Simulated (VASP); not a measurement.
# GaN (F-43m) in VASP: further runs, part 2 of 2

VASP 6.6.1.

## 3. Elastic constants, PBE

This run uses another cell than the first one, of 11.57 Å³/atom.

Input file INCAR:

```
SYSTEM = GaN
PREC     = Accurate       ! precision mode
ENCUT    = 600            ! plane-wave cutoff, eV
EDIFF    = 1E-8           ! SCF threshold, eV
ISMEAR   = 0              ! smearing method
SIGMA    = 0.01           ! smearing width, eV
LREAL    = .False.        ! projectors in reciprocal space
LASPH    = .True.         ! aspherical terms in the spheres
NELM     = 60             ! most SCF steps
ALGO     = Normal         ! electronic algorithm
ISIF     = 3              ! what is computed and relaxed
LWAVE    = .False.        ! write WAVECAR
LCHARG   = .False.        ! write CHGCAR
GGA      = PE             ! functional
NBANDS   = 16             ! bands
IBRION   = 6              ! ionic algorithm
NFREE    = 2            
POTIM    = 0.015          ! step
NSW      = 1              ! ionic steps
```

Input file KPOINTS:

```
Automatic mesh
0
Gamma
  10 10 10
  0 0 0
```

Input file POSCAR:

```
GaN
1.0
    0.0000000000      2.2615593926      2.2615593926
    2.2615593926      0.0000000000      2.2615593926
    2.2615593926      2.2615593926      0.0000000000
Ga N
1 1
Direct
    0.0000000000      0.0000000000      0.0000000000
    0.7500000000      0.7500000000      0.7500000000
```

Potentials or basis: VASP PAW PBE potentials, release 64 (Ga_d, N).

Command:

```bash
$ cat potpaw_PBE.64/Ga_d/POTCAR potpaw_PBE.64/N/POTCAR > POTCAR
$ mpirun -np 1 vasp_std > vasp.out
```

OUTCAR:

```text
SYSTEM = GaN
   PREC = Accurate
   ENCUT = 600
   EDIFF = 1E-8
   ISMEAR = 0
   LREAL = .False.
   LASPH = .True.
   NELM = 60
   ISIF = 3
   GGA = PE
   IBRION = 6
   NFREE = 2
   POTIM = 0.015
   NSW = 1

 ion  position               nearest neighbor table
   1  0.000  0.000  0.000-   2 1.96   2 1.96   2 1.96   2 1.96
   2  0.750  0.750  0.750-   1 1.96   1 1.96   1 1.96   1 1.96

  LATTYP: Found a face centered cubic cell.
 ALAT       =     4.5231187852

  Lattice vectors:

 A1 = (   0.0000000000,   2.2615593926,   2.2615593926)
 A2 = (   2.2615593926,   0.0000000000,   2.2615593926)
 A3 = (   2.2615593926,   2.2615593926,   0.0000000000)

Analysis of symmetry for initial positions (statically):
=====================================================================
 Subroutine PRICEL returns:
 Original cell was already a primitive cell.

 Routine SETGRP: Setting up the symmetry group for a
 face centered cubic supercell.

 Subroutine GETGRP returns: Found 24 space group operations
 (whereof 24 operations were pure point group operations)
 out of a pool of 48 trial point group operations.

The static configuration has the point symmetry T_d .

Analysis of symmetry for dynamics (positions and initial velocities):
[... 823 lines left out ...]
  -------------------------------------------------------------------------------------
  Total        0.4206891      0.4248272      0.4248272      0.0000000     -0.1184028      0.0000000
  in kB       29.1351927     29.4217796     29.4217796      0.0000000     -8.2000896      0.0000000
  external PRESSURE =      29.3262506 kB  Pullay stress =       0.0000000 kB
[... 17 lines left out ...]
  FREE ENERGIE OF THE ION-ELECTRON SYSTEM (eV)
  ---------------------------------------------------
  free  energy   TOTEN  =       -12.1497024904 eV

  energy  without entropy=      -12.1497024904  energy(sigma->0) =      -12.14970249

 INTERNAL STRAIN TENSORS FROM STRAINED CELLS
 ============================================

 INTERNAL STRAIN TENSOR FOR ION    1 for displacements in x,y,z  (eV/Angst):
          X           Y           Z          XY          YZ          ZX
  --------------------------------------------------------------------------------
  x     0.00000     0.00000    -0.00000     0.00000    -7.90168    -0.00000
  y    -0.00000    -0.00000    -0.00000     0.00000     0.00000    -7.90156
  z     0.00000     0.00000     0.00000    -7.90310    -0.00000     0.00000

 INTERNAL STRAIN TENSORS FROM DISPLACED ATOMS
 ============================================

 INTERNAL STRAIN TENSOR FOR ION    1 for displacements in x,y,z  (eV/Angst):
          X           Y           Z          XY          YZ          ZX
  --------------------------------------------------------------------------------
  x     0.00000     0.00000     0.00000     0.00000    -7.89485     0.00000
  y     0.00000     0.00000     0.00000     0.00000     0.00000    -7.89485
  z     0.00000     0.00000     0.00000    -7.89485     0.00000     0.00000

 INTERNAL STRAIN TENSOR FOR ION    2 for displacements in x,y,z  (eV/Angst):
          X           Y           Z          XY          YZ          ZX
  --------------------------------------------------------------------------------
  x    -0.00000     0.00000     0.00000     0.00000     7.90227     0.00000
  y     0.00000    -0.00000     0.00000     0.00000     0.00000     7.90227
  z     0.00000     0.00000    -0.00000     7.90227     0.00000     0.00000

 Eigenvectors and eigenvalues of the dynamical matrix
 ----------------------------------------------------

   1 f  =   15.770351 THz    99.088035 2PiTHz  526.042270 cm-1    65.220900 meV
             X         Y         Z           dx          dy          dz
      0.000000  0.000000  0.000000     0.000000    0.409042    0.000000
      3.392339  3.392339  3.392339     0.000000   -0.912515    0.000000
[... 21 lines left out ...]
   6 f/i=    0.001851 THz     0.011629 2PiTHz    0.061737 cm-1     0.007654 meV
             X         Y         Z           dx          dy          dz
      0.000000  0.000000  0.000000     0.000000    0.000000    0.912515
      3.392339  3.392339  3.392339     0.000000    0.000000    0.409042

--------------------------------------------------------------------------------------------------------

 ELASTIC MODULI CONTR FROM IONIC RELAXATION (kBar)
 Direction    XX          YY          ZZ          XY          YZ          ZX
 --------------------------------------------------------------------------------
 XX          -0.0000      0.0000      0.0000      0.0000      0.0000      0.0000
 YY           0.0000     -0.0000      0.0000      0.0000      0.0000      0.0000
 ZZ           0.0000      0.0000     -0.0000      0.0000      0.0000      0.0000
 XY           0.0000      0.0000      0.0000   -364.0782      0.0000      0.0000
 YZ           0.0000      0.0000      0.0000      0.0000   -364.0782      0.0000
 ZX           0.0000      0.0000      0.0000      0.0000      0.0000   -364.0782
 --------------------------------------------------------------------------------

 TOTAL ELASTIC MODULI (kBar)
 Direction    XX          YY          ZZ          XY          YZ          ZX
 --------------------------------------------------------------------------------
 XX        2587.7838   1382.7583   1382.7583     -0.0000     -0.0000      0.0000
 YY        1382.7583   2587.7838   1382.7583     -0.0000      0.0000      0.0000
 ZZ        1382.7583   1382.7583   2587.7838     -0.0000     -0.0000     -0.0000
 XY          -0.0000     -0.0000     -0.0000   1485.0783      0.0000      0.0000
 YZ          -0.0000      0.0000     -0.0000      0.0000   1485.0783      0.0000
 ZX           0.0000      0.0000     -0.0000      0.0000      0.0000   1485.0783
 --------------------------------------------------------------------------------
```

OSZICAR:

```text
N       E                     dE             d eps       ncg     rms          rms(c)
DAV:   1     0.879122254962E+02    0.87912E+02   -0.10051E+04  1680   0.217E+03
DAV:   2    -0.750845090590E+01   -0.95421E+02   -0.89371E+02  1664   0.351E+02
DAV:   3    -0.140567123251E+02   -0.65483E+01   -0.65136E+01  1776   0.769E+01
[... 194 lines left out ...]
DAV:   3    -0.121496898637E+02    0.38667E-03   -0.10001E-03  6456   0.400E-01    0.294E-02
DAV:   4    -0.121497040922E+02   -0.14228E-04   -0.15836E-04  6560   0.115E-01    0.223E-02
DAV:   5    -0.121497022595E+02    0.18327E-05   -0.38079E-06  7400   0.279E-02    0.702E-03
DAV:   6    -0.121497024545E+02   -0.19504E-06   -0.17220E-06  6608   0.165E-02    0.228E-03
DAV:   7    -0.121497024821E+02   -0.27567E-07   -0.13337E-07  6640   0.399E-03    0.120E-03
DAV:   8    -0.121497024904E+02   -0.83060E-08   -0.12552E-08  5432   0.108E-03
  17 F= -.12149702E+02 E0= -.12149702E+02  d E =-.134235E-17
```

stdout:

```text
POSCAR found type information on POSCAR GaN
 POSCAR found :  2 types and       2 ions
 scaLAPACK will be used
 LDA part: xc-table for (Slater+PW92), standard interpolation
 POSCAR, INCAR and KPOINTS ok, starting setup
 FFT: planning ... GRIDC
 FFT: planning ... GRID_SOFT
 FFT: planning ... GRID
 WAVECAR not read
 entering main loop
 Found     2 degrees of freedom:
 Adding 6 more for cell shape distortion
 Finite differences POTIM= 0.01500 DOF=   8
 bond charge predicted
 Finite differences progress:
 bond charge predicted
 Finite differences progress:
 bond charge predicted
 Finite differences progress:
 bond charge predicted
 Finite differences progress:
 bond charge predicted
 Finite differences progress:
 bond charge predicted
 Finite differences progress:
 bond charge predicted
 Finite differences progress:
 bond charge predicted
 Finite differences progress:
 bond charge predicted
 Finite differences progress:
 bond charge predicted
 Finite differences progress:
 bond charge predicted
 Finite differences progress:
 bond charge predicted
 Finite differences progress:
 bond charge predicted
 Finite differences progress:
 bond charge predicted
 Finite differences progress:
 bond charge predicted
 Finite differences progress:
 bond charge predicted
 Finite differences progress:
```

Wall time 7.9 min (1 thread of AMD EPYC 9R45 (Zen 5), shared host); peak memory 0.32 GiB.

Results:

- Elastic constants C11, C12, C44: 259, 138, 149 GPa
- Voigt bulk modulus: 178 GPa
- Highest phonon frequency at Γ, LO-TO splitting left out: 526 cm⁻¹

Phonon frequencies in cm⁻¹ (negative: imaginary):
| q point | frequencies |
| --- | --- |
| (0.000, 0.000, 0.000) | 0 0 0 526 526 526 |

Elastic tensor in Voigt notation (GPa, in the Cartesian axes of the cell as first typed):
```
259 138 138   0   0   0
138 259 138   0   0   0
138 138 259   0   0   0
  0   0   0 149   0   0
  0   0   0   0 149   0
  0   0   0   0   0 149
```

Clamped-ion elastic tensor (GPa):
```
259 138 138   0   0   0
138 259 138   0   0   0
138 138 259   0   0   0
  0   0   0 185   0   0
  0   0   0   0 185   0
  0   0   0   0   0 185
```

Caveat: the cell is under stress, which shifts elastic constants.
